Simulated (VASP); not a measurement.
# NiO (Fm-3m) in VASP: notebook

The runs below take NiO through single point, with BLYP+D4, PBEsol-based screened hybrid with 25 % exact exchange.

Program: VASP 6.6.1. These are calculated values, not measurements. Logs are shortened: lines on timing, memory, paths and dates and some standing lists are left out, and cuts for length are marked.

## (1) The cell of the first run

Symmetry: Fm-3m, No. 225, cubic system. Conventional cell: a = 4.254 Å, b = 4.254 Å, c = 4.254 Å, α = 90.00°, β = 90.00°, γ = 90.00°. Within 2.8 Å of Ni (site symmetry m-3m) lie 6 O at 2.13 Å. O (site symmetry m-3m) has 6 Ni at 2.13 Å within 2.8 Å.

## (2) Single point, BLYP+D4, collinear spin, ferromagnetic start

File INCAR:

```
SYSTEM = NiO
AGGAC = 1.0
AGGAX = 1.0
ALDAC = 0.0
ALDAX = 1.0
ALGO = Normal
EDIFF = 1E-6
ENCUT = 520
GGA = B5
ISIF = 2
ISMEAR = -1
ISPIN = 2
IVDW = 13
LASPH = .TRUE.
LCHARG = .TRUE.
LELF = .TRUE.
LMAXMIX = 4
LORBIT = 11
LREAL = .FALSE.
LVHAR = .TRUE.
LWAVE = .FALSE.
MAGMOM = 1 0
NBANDS = 19
NELM = 150
PREC = Accurate
SIGMA = 0.05
VDW_A1 = 0.44488865
VDW_A2 = 4.0933009
VDW_S6 = 1.0
VDW_S8 = 2.34076671
```

File KPOINTS:

```
k-points
0
G
  11 11 11
  0 0 0
```

File POSCAR:

```
NiO
1.0
    0.0000000000      2.1268120599      2.1268120599
    2.1268120599      0.0000000000      2.1268120599
    2.1268120599      2.1268120599      0.0000000000
Ni O
1 1
Direct
    0.0000000000      0.0000000000      0.0000000000
    0.5000000000      0.5000000000      0.5000000000
```

Potentials or basis: VASP PAW PBE potentials, release 64 (Ni, O).

The run is started by

```console
> cat potpaw_PBE.64/Ni/POTCAR potpaw_PBE.64/O/POTCAR > POTCAR
> mpirun -np 1 vasp_std > vasp.out
```

OUTCAR:

```text
SYSTEM = NiO
   EDIFF = 1E-6
   ENCUT = 520
   GGA = B5
   ISIF = 2
   ISMEAR = -1
   ISPIN = 2
   IVDW = 13
   LASPH = .TRUE.
   LORBIT = 11
   LREAL = .FALSE.
   NELM = 150
   PREC = Accurate

 ion  position               nearest neighbor table
   1  0.000  0.000  0.000-   2 2.13   2 2.13   2 2.13   2 2.13   2 2.13   2 2.13
   2  0.500  0.500  0.500-   1 2.13   1 2.13   1 2.13   1 2.13   1 2.13   1 2.13

  LATTYP: Found a face centered cubic cell.
 ALAT       =     4.2536241198

  Lattice vectors:

 A1 = (   0.0000000000,   2.1268120599,   2.1268120599)
 A2 = (   2.1268120599,   0.0000000000,   2.1268120599)
 A3 = (   2.1268120599,   2.1268120599,   0.0000000000)

Analysis of symmetry for initial positions (statically):
=====================================================================
 Subroutine PRICEL returns:
 Original cell was already a primitive cell.

 Routine SETGRP: Setting up the symmetry group for a
 face centered cubic supercell.

 Subroutine GETGRP returns: Found 48 space group operations
 (whereof 48 operations were pure point group operations)
 out of a pool of 48 trial point group operations.

The static configuration has the point symmetry O_h .

Analysis of symmetry for dynamics (positions and initial velocities):
=====================================================================
 Subroutine PRICEL returns:
 Original cell was already a primitive cell.

 Routine SETGRP: Setting up the symmetry group for a
 face centered cubic supercell.

 Subroutine GETGRP returns: Found 48 space group operations
 (whereof 48 operations were pure point group operations)
 out of a pool of 48 trial point group operations.

The dynamic configuration has the point symmetry O_h .

Analysis of structural, dynamic, and magnetic symmetry:
=====================================================================
 Subroutine PRICEL returns:
 Original cell was already a primitive cell.

 Routine SETGRP: Setting up the symmetry group for a
 face centered cubic supercell.

 Subroutine GETGRP returns: Found 48 space group operations
 (whereof 48 operations were pure point group operations)
 out of a pool of 48 trial point group operations.

The overall configuration has the point symmetry O_h .

 Subroutine INISYM returns: Found 48 space group operations
 (whereof 48 operations are pure point group operations),
 and found     1 'primitive' translations

----------------------------------------------------------------------------------------

                                     Primitive cell

  volume of cell :      19.2405

  direct lattice vectors                    reciprocal lattice vectors
     0.000000000  2.126812060  2.126812060    -0.235093645  0.235093645  0.235093645
     2.126812060  0.000000000  2.126812060     0.235093645 -0.235093645  0.235093645
     2.126812060  2.126812060  0.000000000     0.235093645  0.235093645 -0.235093645

  length of vectors
     3.007766460  3.007766460  3.007766460     0.407194138  0.407194138  0.407194138

  position of ions in fractional coordinates (direct lattice)
     0.000000000  0.000000000  0.000000000
     0.500000000  0.500000000  0.500000000

  ion indices of the primitive-cell ions
   primitive index   ion index
                 1           1
                 2           2

----------------------------------------------------------------------------------------

 KPOINTS: k-points

Automatic generation of k-mesh.
 Grid dimensions read from file:
 generate k-points for:   11   11   11

 Generating k-lattice:

  Cartesian coordinates                     Fractional coordinates (reciprocal lattice)
    -0.021372150  0.021372150  0.021372150     0.090909091  0.000000000  0.000000000
     0.021372150 -0.021372150  0.021372150     0.000000000  0.090909091  0.000000000
     0.021372150  0.021372150 -0.021372150     0.000000000  0.000000000  0.090909091

  Length of vectors
     0.037017649  0.037017649  0.037017649

  Shift w.r.t. Gamma in fractional coordinates (k-lattice)
     0.000000000  0.000000000  0.000000000

 Subroutine IBZKPT returns following result:
 ===========================================

 Found     56 irreducible k-points:

 Following reciprocal coordinates:
            Coordinates               Weight
  0.000000  0.000000  0.000000      1.000000
  0.090909  0.000000  0.000000      8.000000
  0.181818  0.000000  0.000000      8.000000
  0.272727  0.000000  0.000000      8.000000
  0.363636  0.000000  0.000000      8.000000
  0.454545  0.000000  0.000000      8.000000
[... 16 lines left out ...]
 -0.272727  0.181818  0.000000     24.000000
 -0.181818  0.181818  0.000000     12.000000
 [... further k-points ...]
   k-points           NKPTS =     56   k-points in BZ     NKDIM =     56   number of bands    NBANDS=     19
   number of dos      NEDOS =    301   number of ions     NIONS =      2
   total plane-waves  NPLWV =  13824
   dimension x,y,z NGX =    24 NGY =   24 NGZ =   24
   dimension x,y,z NGXF=    48 NGYF=   48 NGZF=   48
   ions per type =               1   1
   NGX,Y,Z   is equivalent  to a cutoff of  13.27, 13.27, 13.27 a.u.
   NGXF,Y,Z  is equivalent  to a cutoff of  26.53, 26.53, 26.53 a.u.
 SYSTEM =  NiO
   PREC   = accura    normal or accurate (medium, high low for compatibility)
   ISTART =      0    job   : 0-new  1-cont  2-samecut
   ICHARG =      2    charge: 1-file 2-atom 10-const
   ISPIN  =      2    spin polarized calculation?
   LNONCOLLINEAR =      F non collinear calculations
   LSORBIT =      F    spin-orbit coupling
   LASPH  =      T    aspherical Exc in radial PAW
   ENCUT  =  520.0 eV  38.22 Ry    6.18 a.u.   5.59  5.59  5.59*2*pi/ulx,y,z
   NELM   =    150;   NELMIN=  2; NELMDL= -5     # of ELM steps
   EDIFF  = 0.1E-05   stopping-criterion for ELM
   LREAL  =      F    real-space projection
   EDIFFG = 0.1E-04   stopping-criterion for IOM
   NSW    =      0    number of steps for IOM
   IBRION =     -1    ionic relax: 0-MD 1-quasi-New 2-CG
   NFREE  =      0    steps in history (QN), initial steepest desc. (CG)
   ISIF   =      2    stress and relaxation
   ISYM   =      2    0-nonsym 1-usesym 2-fastsym
   POTIM  = 0.5000    time-step for ionic-motion
   TEBEG  =    0.0;   TEEND  =   0.0 temperature during run
   PSTRESS=    0.0 pullay stress
   NELECT =      16.0000    total number of electrons
   NUPDOWN=      -1.0000    fix difference up-down
   EMIN   =  10.00;   EMAX   =-10.00  energy-range for DOS
   EFERMI =   0.00;   METHOD = LEGACY
   ISMEAR =    -1;   SIGMA  =   0.05  broadening in eV -4-tet -1-fermi 0-gaus
   EFERMI_NEDOS =   21; number of points for ismear=-14 and -15
   IALGO  =     38    algorithm
   IMIX   =      4    mixing-type and parameters
     AMIX     =   0.40;   BMIX     =  1.00
     AMIX_MAG =   1.60;   BMIX_MAG =  1.00
  volume/ion in A,a.u.               =       9.62        64.92
  Fermi-wavevector in a.u.,A,eV,Ry     =   1.539486  2.909206 32.246036  2.370017
  Thomas-Fermi vector in A             =   2.645707
   LORBIT       =     11    0 simple, 1 ext, 2 COOP (PROOUT), +10 PAW based schemes
   GGA     = B5    functional components
   LHFCALC =     F    Hartree Fock is set to
   AEXX    =    0.0000 exact exchange contribution
   IVDW    =    13    specifies the selected vdW correction
   LEPSILON=     F    determine dielectric tensor
   LRPA    =     F    only Hartree local field effects (RPA)
 spin polarized calculation
  energy-cutoff  :      520.00
  volume of cell :       19.24
 maximum number of plane-waves:       532
   NGX = 11   NGY = 11   NGZ = 11

 number of electron      16.0000014 magnetization       1.7916203

 Free energy of the ion-electron system (eV)
  ---------------------------------------------------
  ext. energy  EPLUGINS =         0.00000000
  ---------------------------------------------------
  free energy    TOTEN  =       -10.62868217 eV

  energy without entropy =      -10.61903313  energy(sigma->0) =      -10.62385765

 E-fermi :   7.4198     XC(G=0): -11.7888

 val. band max:        7.4195675723   @ k =   0.2727   0.1818   0.0000
 cond. band min:       7.4320788397   @ k =  -0.2727   0.2727   0.0000
 fundamental gap:      0.0125112674
 Fermi energy:         7.4197763255

 spin component 1

 k-point     1 :       0.0000    0.0000    0.0000
  band No.  band energies     occupation
      1     -12.2816      1.00000
      2       4.4241      1.00000
      3       4.4243      1.00000
      4       4.6879      1.00000
      5       4.6879      1.00000
      6       4.6879      1.00000
[... 11 lines left out ...]
     18      32.9606      0.00000
     19      32.9606      0.00000

 k-point     2 :       0.0909    0.0000    0.0000
  band No.  band energies     occupation
      1     -12.1981      1.00000
      2       3.7867      1.00000
      3       3.7868      1.00000
      4       3.8930      1.00000
      5       4.8645      1.00000
      6       4.8646      1.00000
[... 11 lines left out ...]
     18      34.1197      0.00000
     19      34.1197      0.00000

 k-point     3 :       0.1818    0.0000    0.0000
  band No.  band energies     occupation
      1     -11.9652      1.00000
      2       2.6623      1.00000
      3       3.1020      1.00000
      4       3.1022      1.00000
      5       5.0020      1.00000
      6       5.0021      1.00000
[... 434 lines left out ...]
      1     -11.2779      1.00000
      2       0.7633      1.00000
      3       2.0720      1.00000
      4       2.4765      1.00000
      5       5.1258      1.00000
      6       5.2993      1.00000
[... 11 lines left out ...]
     18      37.6934      0.00000
     19      38.7121      0.00000

 k-point    24 :      -0.1818    0.1818    0.0000
  band No.  band energies     occupation
      1     -11.5523      1.00000
      2       1.3102      1.00000
      3       2.3035      1.00000
      4       2.9985      1.00000
      5       4.9639      1.00000
      6       5.1604      1.00000
[... 11 lines left out ...]
     18      37.7585      0.00000
     19      38.6787      0.00000

 [... further k-points ...]

 spin component 2

 k-point     1 :       0.0000    0.0000    0.0000
  band No.  band energies     occupation
      1     -11.8199      1.00000
      2       5.2161      1.00000
      3       5.2161      1.00000
      4       5.2161      1.00000
      5       5.6651      1.00000
      6       5.6653      1.00000
[... 11 lines left out ...]
     18      33.5322      0.00000
     19      33.5326      0.00000

 k-point     2 :       0.0909    0.0000    0.0000
  band No.  band energies     occupation
      1     -11.7334      1.00000
      2       4.4286      1.00000
      3       4.8319      1.00000
      4       4.8320      1.00000
      5       5.7862      1.00000
      6       5.7865      1.00000
[... 11 lines left out ...]
     18      34.6779      0.00000
     19      34.6783      0.00000

 k-point     3 :       0.1818    0.0000    0.0000
  band No.  band energies     occupation
      1     -11.4918      1.00000
      2       3.1389      1.00000
      3       4.2168      1.00000
      4       4.2168      1.00000
      5       5.9577      1.00000
      6       5.9580      1.00000
[... 434 lines left out ...]
      1     -10.7710      1.00000
      2       1.2668      1.00000
      3       3.0691      1.00000
      4       3.2547      1.00000
      5       6.1417      1.00000
      6       6.5530      1.00000
[... 11 lines left out ...]
     18      38.0887      0.00000
     19      39.2285      0.00000

 k-point    24 :      -0.1818    0.1818    0.0000
  band No.  band energies     occupation
      1     -11.0601      1.00000
      2       1.8787      1.00000
      3       3.5182      1.00000
      4       3.5188      1.00000
      5       5.9788      1.00000
      6       6.4803      1.00000
[... 11 lines left out ...]
     18      38.1325      0.00000
     19      39.0396      0.00000

 [... further k-points ...]

------------------------ aborting loop because EDIFF is reached ----------------------------------------

  DFT-D4 for vdW energy calculation

  Edisp (eV):   -1.27131

  FORCE on cell =-STRESS in cart. coord.  units (eV):
  Direction    XX          YY          ZZ          XY          YZ          ZX
  --------------------------------------------------------------------------------------
  -------------------------------------------------------------------------------------
  Total      -0.78946    -0.78946    -0.78946    -0.00000    -0.00000    -0.00000
  in kB     -65.73885   -65.73885   -65.73885    -0.00000    -0.00000    -0.00000
  external pressure =      -65.74 kB  Pullay stress =        0.00 kB

 VOLUME and BASIS-vectors are now :
 -----------------------------------------------------------------------------
  energy-cutoff  :      520.00
  volume of cell :       19.24
      direct lattice vectors                 reciprocal lattice vectors
     0.000000000  2.126812060  2.126812060    -0.235093645  0.235093645  0.235093645
     2.126812060  0.000000000  2.126812060     0.235093645 -0.235093645  0.235093645
     2.126812060  2.126812060  0.000000000     0.235093645  0.235093645 -0.235093645

 POSITION                                       TOTAL-FORCE (eV/Angst)
 -----------------------------------------------------------------------------------
      0.00000      0.00000      0.00000         0.000000     -0.000000     -0.000000
      2.12681      2.12681      2.12681        -0.000000      0.000000      0.000000
 -----------------------------------------------------------------------------------
    total drift:                                0.000000     -0.000000     -0.000000

  FREE ENERGIE OF THE ION-ELECTRON SYSTEM (eV)
  ---------------------------------------------------
  free  energy   TOTEN  =       -11.8999919143 eV

  energy  without entropy=      -11.8903428712  energy(sigma->0) =      -11.89516739

 total charge

# of ion       s       p       d       tot
------------------------------------------
    1        0.314   0.360   8.237   8.911
    2        1.549   3.419   0.000   4.969
--------------------------------------------------
tot          1.864   3.779   8.237  13.879

 magnetization (x)

# of ion       s       p       d       tot
------------------------------------------
    1        0.010   0.013   1.439   1.461
    2        0.027   0.257   0.000   0.284
--------------------------------------------------
tot          0.036   0.269   1.439   1.744
```

Wall time 2.5 min (1 thread of Intel Xeon 8259CL, shared host); peak memory 0.17 GiB.

What came out:

* Free energy: -11.9000 eV
* Pressure: -6.6 GPa
* Net moment: 1.79 μB per cell
* Site moments: Ni +1.46; O +0.28 μB
* Valence electrons inside the program's atomic spheres: Ni 8.91; O 4.97
* Dispersion energy per atom: -0.636 eV

Levels at points of the mesh, in eV from the Fermi level:
Spin up:
```csv
k point,band 5,band 6,band 7,band 8,band 9,band 10,band 11,band 12,band 13,band 14
"(0.00, 0.00, 0.00)",-2.73,-2.73,-2.55,-2.55,-2.55,1.54,18.43,18.85,18.85,18.85
```
Spin down:
```csv
k point,band 5,band 6,band 7,band 8,band 9,band 10
"(0.00, 0.00, 0.00)",-1.75,-1.75,-1.75,-0.48,-0.48,1.88
```

Caveat: the cell stands under tension; the PAW data sets were made with another functional, which shifts forces and pressure a little; a cell with one magnetic atom can't hold antiferromagnetic order, which such compounds often take; semilocal functionals often make such compounds metallic where correlation or magnetic order opens a gap, which also shifts bond lengths.

(Part 1 of 2 ends here.)
